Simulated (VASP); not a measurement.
# Al2Cu (Immm) in VASP: further runs

Al2Cu is run at these levels: PBEsol; tasks: single point.

Everything below comes from runs of VASP 6.6.1. Logs are shortened: lines on timing, memory, paths and dates and some standing lists are left out, and cuts for length are marked.

## 1. The cell of the first run

The structure is orthorhombic, space group Immm (No. 71). Conventional cell: a = 3.968 Å, b = 4.069 Å, c = 5.755 Å, α = 90.00°, β = 90.00°, γ = 90.00°. Within 3.2 Å of Al (site symmetry mm2) lie 4 Cu at 2.45 to 2.49 Å and 6 Al at 2.84 to 2.88 Å. Cu (site symmetry mmm) has 8 Al at 2.45 to 2.49 Å within 3.2 Å.

## 2. Single point, PBEsol (uniaxial strain along a: -2.0 %)

INCAR

```
PREC = Accurate ; ENCUT = 520
EDIFF = 1E-7 ; ISMEAR = 0
SIGMA = 0.1 ; LREAL = False
LASPH = True ; NELM = 60
ALGO = Fast ; ISIF = 2
LWAVE = False ; LCHARG = False
GGA = PS ; NBANDS = 26
```

KPOINTS

```
regular mesh
0
Gamma
  10 10 6
```

POSCAR

```
Al2Cu
1.0
    2.8059152413      2.8059152413      0.0000000000
   -2.8774947117      2.8774947117      0.0000000000
    0.0000000000      0.0000000000      5.7549894234
Al Cu
4 2
Direct
    0.5000000000      0.0000000000      0.2500000000
    0.0000000000      0.5000000000      0.2500000000
    0.0000000000      0.5000000000      0.7500000000
    0.5000000000      0.0000000000      0.7500000000
    0.0000000000      0.0000000000      0.5000000000
    0.5000000000      0.5000000000      0.0000000000
```

Potentials or basis: VASP PAW PBE potentials, release 64 (Al, Cu).

Command:

```bash
$ cat potpaw_PBE.64/Al/POTCAR potpaw_PBE.64/Cu/POTCAR > POTCAR
$ mpirun -np 1 vasp_std > vasp.out
```

OUTCAR:

```text
PREC = Accurate
   ENCUT = 520
   EDIFF = 1E-7
   ISMEAR = 0
   LREAL = False
   LASPH = True
   NELM = 60
   ISIF = 2
   GGA = PS

 ion  position               nearest neighbor table
   1  0.500  0.000  0.250-   5 2.45   5 2.45   6 2.49   6 2.49   2 2.84   2 2.84   2 2.84   2 2.84
                             4 2.88   4 2.88
   2  0.000  0.500  0.250-   6 2.45   6 2.45   5 2.49   5 2.49   1 2.84   1 2.84   1 2.84   1 2.84
                             3 2.88   3 2.88
   3  0.000  0.500  0.750-   6 2.45   6 2.45   5 2.49   5 2.49   4 2.84   4 2.84   4 2.84   4 2.84
                             2 2.88   2 2.88
   4  0.500  0.000  0.750-   5 2.45   5 2.45   6 2.49   6 2.49   3 2.84   3 2.84   3 2.84   3 2.84
                             1 2.88   1 2.88
   5  0.000  0.000  0.500-   1 2.45   4 2.45   1 2.45   4 2.45   2 2.49   3 2.49   3 2.49   2 2.49

   6  0.500  0.500  0.000-   2 2.45   3 2.45   2 2.45   3 2.45   1 2.49   4 2.49   1 2.49   4 2.49

  LATTYP: Found a simple orthorhombic cell.
 ALAT       =     3.9681633891
 B/A-ratio  =     1.0255102041
 C/A-ratio  =     1.4502904389

  Lattice vectors:

 A1 = (   2.8059152413,   2.8059152413,   0.0000000000)
 A2 = (  -2.8774947117,   2.8774947117,   0.0000000000)
 A3 = (   0.0000000000,   0.0000000000,   5.7549894234)

Analysis of symmetry for initial positions (statically):
=====================================================================
 Subroutine PRICEL returns following result:

  LATTYP: Found a body centered orthorhombic cell.
 ALAT       =     3.9681633891
 B/A-ratio  =     1.0255102041
 C/A-ratio  =     1.4502904389

  Lattice vectors:

 A1 = (   0.0357897352,  -2.8417049765,  -2.8774947117)
 A2 = (  -0.0357897352,   2.8417049765,  -2.8774947117)
 A3 = (   2.8417049765,  -0.0357897352,   2.8774947117)

   2 primitive cells build up your supercell.

 Routine SETGRP: Setting up the symmetry group for a
 simple orthorhombic supercell.

 Subroutine GETGRP returns: Found  8 space group operations
 (whereof  8 operations were pure point group operations)
 out of a pool of  8 trial point group operations.

The static configuration has the point symmetry D_2h.

Analysis of symmetry for dynamics (positions and initial velocities):
=====================================================================
 Subroutine PRICEL returns following result:

  LATTYP: Found a body centered orthorhombic cell.
 ALAT       =     3.9681633891
 B/A-ratio  =     1.0255102041
 C/A-ratio  =     1.4502904389

  Lattice vectors:

 A1 = (   0.0357897352,  -2.8417049765,  -2.8774947117)
 A2 = (  -0.0357897352,   2.8417049765,  -2.8774947117)
 A3 = (   2.8417049765,  -0.0357897352,   2.8774947117)

   2 primitive cells build up your supercell.

 Routine SETGRP: Setting up the symmetry group for a
 simple orthorhombic supercell.

 Subroutine GETGRP returns: Found  8 space group operations
 (whereof  8 operations were pure point group operations)
 out of a pool of  8 trial point group operations.

The dynamic configuration has the point symmetry D_2h.

 Subroutine INISYM returns: Found  8 space group operations
 (whereof  8 operations are pure point group operations),
 and found     2 'primitive' translations

----------------------------------------------------------------------------------------

                                     Primitive cell

  volume of cell :      46.4658

  direct lattice vectors                    reciprocal lattice vectors
     0.035789735 -2.841704976 -2.877494712     0.173762265 -0.173762265 -0.173762265
    -0.035789735  2.841704976 -2.877494712     0.178194976  0.178194976 -0.173762265
     2.841704976 -0.035789735  2.877494712     0.351957242  0.004432711  0.000000000

  length of vectors
     4.044322427  4.044322427  4.044322427     0.300965072  0.306104923  0.351985154

  position of ions in fractional coordinates (direct lattice)
     0.750000000  0.250000000  0.500000000
     0.250000000  0.750000000  0.500000000
     0.500000000  0.500000000  0.000000000

  ion indices of the primitive-cell ions
   primitive index   ion index
                 1           1
                 2           4
                 3           5

----------------------------------------------------------------------------------------

 KPOINTS: regular mesh

Automatic generation of k-mesh.
 Grid dimensions read from file:
 generate k-points for:   10   10    6

 Generating k-lattice:

  Cartesian coordinates                     Fractional coordinates (reciprocal lattice)
     0.017819498  0.017819498  0.000000000     0.100000000  0.000000000  0.000000000
    -0.017376227  0.017376227  0.000000000     0.000000000  0.100000000  0.000000000
     0.000000000  0.000000000  0.028960378     0.000000000  0.000000000  0.166666667

  Length of vectors
     0.025200575  0.024573695  0.028960378

  Shift w.r.t. Gamma in fractional coordinates (k-lattice)
     0.000000000  0.000000000  0.000000000

 Subroutine IBZKPT returns following result:
 ===========================================

 Found    144 irreducible k-points:

 Following reciprocal coordinates:
            Coordinates               Weight
  0.000000  0.000000  0.000000      1.000000
  0.100000  0.000000  0.000000      2.000000
  0.200000  0.000000  0.000000      2.000000
  0.300000  0.000000  0.000000      2.000000
  0.400000  0.000000  0.000000      2.000000
  0.500000  0.000000  0.000000      1.000000
[... 16 lines left out ...]
  0.400000  0.300000  0.000000      4.000000
  0.500000  0.300000  0.000000      2.000000
 [... further k-points ...]
   k-points           NKPTS =    144   k-points in BZ     NKDIM =    144   number of bands    NBANDS=     26
   number of dos      NEDOS =    301   number of ions     NIONS =      6
   total plane-waves  NPLWV =  43200
   dimension x,y,z NGX =    30 NGY =   30 NGZ =   48
   dimension x,y,z NGXF=    60 NGYF=   60 NGZF=   96
   ions per type =               4   2
   NGX,Y,Z   is equivalent  to a cutoff of  12.57, 12.26, 13.87 a.u.
   NGXF,Y,Z  is equivalent  to a cutoff of  25.14, 24.51, 27.73 a.u.
 SYSTEM =  unknown system
   PREC   = accura    normal or accurate (medium, high low for compatibility)
   ISTART =      0    job   : 0-new  1-cont  2-samecut
   ICHARG =      2    charge: 1-file 2-atom 10-const
   ISPIN  =      1    spin polarized calculation?
   LNONCOLLINEAR =      F non collinear calculations
   LSORBIT =      F    spin-orbit coupling
   LASPH  =      T    aspherical Exc in radial PAW
   ENCUT  =  520.0 eV  38.22 Ry    6.18 a.u.   7.38  7.57 10.70*2*pi/ulx,y,z
   NELM   =     60;   NELMIN=  2; NELMDL= -5     # of ELM steps
   EDIFF  = 0.1E-06   stopping-criterion for ELM
   LREAL  =      F    real-space projection
   EDIFFG = 0.1E-05   stopping-criterion for IOM
   NSW    =      0    number of steps for IOM
   IBRION =     -1    ionic relax: 0-MD 1-quasi-New 2-CG
   NFREE  =      0    steps in history (QN), initial steepest desc. (CG)
   ISIF   =      2    stress and relaxation
   ISYM   =      2    0-nonsym 1-usesym 2-fastsym
   POTIM  = 0.5000    time-step for ionic-motion
   TEBEG  =    0.0;   TEEND  =   0.0 temperature during run
   PSTRESS=    0.0 pullay stress
   NELECT =      34.0000    total number of electrons
   NUPDOWN=      -1.0000    fix difference up-down
   EMIN   =  10.00;   EMAX   =-10.00  energy-range for DOS
   EFERMI =   0.00;   METHOD = LEGACY
   ISMEAR =     0;   SIGMA  =   0.10  broadening in eV -4-tet -1-fermi 0-gaus
   EFERMI_NEDOS =   21; number of points for ismear=-14 and -15
   IALGO  =     68    algorithm
   IMIX   =      4    mixing-type and parameters
     AMIX     =   0.40;   BMIX     =  1.00
     AMIX_MAG =   1.60;   BMIX_MAG =  1.00
  volume/ion in A,a.u.               =      15.49       104.52
  Fermi-wavevector in a.u.,A,eV,Ry     =   1.170882  2.212647 18.653118  1.370966
  Thomas-Fermi vector in A             =   2.307334
   LORBIT       =      0    0 simple, 1 ext, 2 COOP (PROOUT), +10 PAW based schemes
   GGA     = PS    functional components
   LHFCALC =     F    Hartree Fock is set to
   AEXX    =    0.0000 exact exchange contribution
   IVDW    =     0    specifies the selected vdW correction
   LEPSILON=     F    determine dielectric tensor
   LRPA    =     F    only Hartree local field effects (RPA)
 non-spin polarized calculation
 RMM-DIIS sequential band-by-band and
 Gauss-broadening in eV      SIGMA  =   0.10
  energy-cutoff  :      520.00
  volume of cell :       92.93
 maximum number of plane-waves:      2542
 NGX is ok and might be reduce to    30
   NGX = 15   NGY = 15   NGZ = 21

 number of electron      33.9999999 magnetization

 Free energy of the ion-electron system (eV)
  ---------------------------------------------------
  ext. energy  EPLUGINS =         0.00000000
  ---------------------------------------------------
  free energy    TOTEN  =       -26.01034222 eV

  energy without entropy =      -26.00247940  energy(sigma->0) =      -26.00641081

 E-fermi :   7.2448     XC(G=0): -10.6777

 val. band max:        7.2128856642   @ k =   0.1000   0.3000   0.3333
 cond. band min:       7.2470969949   @ k =   0.2000   0.2000   0.0000
 fundamental gap:      0.0342113307
 Fermi energy:         7.2448429558

 k-point     1 :       0.0000    0.0000    0.0000
  band No.  band energies     occupation
      1      -3.1630      2.00000
      2       0.8991      2.00000
      3       1.2291      2.00000
      4       2.0014      2.00000
      5       2.5281      2.00000
      6       2.5294      2.00000
[... 18 lines left out ...]
     25      14.0112      0.00000
     26      14.4321      0.00000

 k-point     2 :       0.1000    0.0000    0.0000
  band No.  band energies     occupation
      1      -3.0687      2.00000
      2       0.9558      2.00000
      3       1.3125      2.00000
      4       1.9678      2.00000
      5       2.4979      2.00000
      6       2.5455      2.00000
[... 18 lines left out ...]
     25      13.1945      0.00000
[... 608 lines left out ...]
     25      15.8674      0.00000
     26      15.9587      0.00000

 k-point    24 :       0.5000    0.3000    0.0000
  band No.  band energies     occupation
      1      -0.1151      2.00000
      2      -0.1151      2.00000
      3       1.9287      2.00000
      4       1.9287      2.00000
      5       2.4045      2.00000
      6       2.4045      2.00000
[... 18 lines left out ...]
     25      16.6765      0.00000
     26      16.7038      0.00000

 [... further k-points ...]
[... 5 lines left out ...]
  --------------------------------------------------------------------------------------
  -------------------------------------------------------------------------------------
  Total        1.4728710      1.4728710      0.0919428      1.4310948      0.0000000      0.0000000
  in kB       25.3928632     25.3928632      1.5851290     24.6726254      0.0000000      0.0000000
  external PRESSURE =      17.4569518 kB  Pullay stress =       0.0000000 kB

 VOLUME and BASIS-vectors are now :
 -----------------------------------------------------------------------------
  energy-cutoff  :      520.00
  volume of cell :       92.93
      direct lattice vectors                 reciprocal lattice vectors
     2.805915241  2.805915241  0.000000000     0.178194976  0.178194976  0.000000000
    -2.877494712  2.877494712  0.000000000    -0.173762265  0.173762265  0.000000000
     0.000000000  0.000000000  5.754989423     0.000000000  0.000000000  0.173762265

 POSITION                                       TOTAL-FORCE (eV/Angst)
 -----------------------------------------------------------------------------------
      1.40296      1.40296      1.43875        -0.000000      0.000000     -0.137868
     -1.43875      1.43875      1.43875        -0.000000      0.000000      0.137868
     -1.43875      1.43875      4.31624        -0.000000      0.000000     -0.137868
      1.40296      1.40296      4.31624        -0.000000      0.000000      0.137868
      0.00000      0.00000      2.87749         0.000000     -0.000000      0.000000
     -0.03579      2.84170      0.00000         0.000000     -0.000000      0.000000
 -----------------------------------------------------------------------------------
    total drift:                               -0.000000      0.000000     -0.000000

  FREE ENERGIE OF THE ION-ELECTRON SYSTEM (eV)
  ---------------------------------------------------
  free  energy   TOTEN  =       -26.0103422203 eV

  energy  without entropy=      -26.0024793964  energy(sigma->0) =      -26.00641081
```

Run time: 3.7 min. Hardware: 1 thread of Intel Xeon 6975P-C (Granite Rapids), shared host; peak memory 0.4 GiB.

Results:

- Free energy: -26.0103 eV
- Pressure: 1.7 GPa
- Largest force: 0.138 eV/Å
- Band gap on the k mesh: zero (band 17 reaches 8.89 eV, above the bottom of band 18 at 4.70 eV)

Forces in eV/Å, atoms in the order of the input:
```
Al   0.000  0.000 -0.138
Al   0.000  0.000  0.138
Al   0.000  0.000 -0.138
Al   0.000  0.000  0.138
Cu   0.000  0.000  0.000
Cu   0.000  0.000  0.000
```

Stress tensor (GPa, compression positive):
```
2.54 2.47 0.00
2.47 2.54 0.00
0.00 0.00 0.16
```

Caveat: the cell differs from its parent crystal (uniaxial strain along a: -2.0 %); the PAW data sets were made with another functional, which shifts forces and pressure a little.

(Continued in part 2 of 2.)
